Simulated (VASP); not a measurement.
Input of a VASP 6.6.1 run:

The input INCAR:

```
  PREC = Accurate
  ENCUT = 400
  EDIFF = 1E-8
  ISMEAR = -1
  SIGMA = 0.05
  LREAL = F
  LASPH = T
  NELM = 120
  ALGO = Normal
  ISIF = 2
  LWAVE = F
  LCHARG = F
  GGA = CA
  LEFG = T
  NBANDS = 20
  GGA_COMPAT = F
```

Contents of KPOINTS:

```
regular mesh
0
Gamma
  12 12 6
```

Contents of POSCAR:

```
Ta
1.0
    2.9669564710      0.0000000000      0.0000000000
   -1.4834782355      2.5694596758      0.0000000000
    0.0000000000      0.0000000000      4.8064694830
Ta
2
Direct
    0.3333333333      0.6666666667      0.2500000000
    0.6666666667      0.3333333333      0.7500000000
```

Potentials or basis: VASP PAW LDA potentials, release 64 (Ta_sv_GW).

Run with:

```console
$ cat potpaw_LDA.64/Ta_sv_GW/POTCAR > POTCAR
$ mpirun -np 1 vasp_std > vasp.out
```

(1) Estimate the pressure.

(2) What does it give for the band gap on the k mesh?

## Answers

(1) -8.2 GPa.

(2) zero (bands 13 and 14 overlap by 2.21 eV).

Caveat: the stress differs along the axes, from -12 to -1 GPa; without QUAD_EFG the Cq values of the log hold for a quadrupole moment of 1 mb, not for the nuclei; spin-orbit coupling is left out, which moves the levels of the heavy elements.
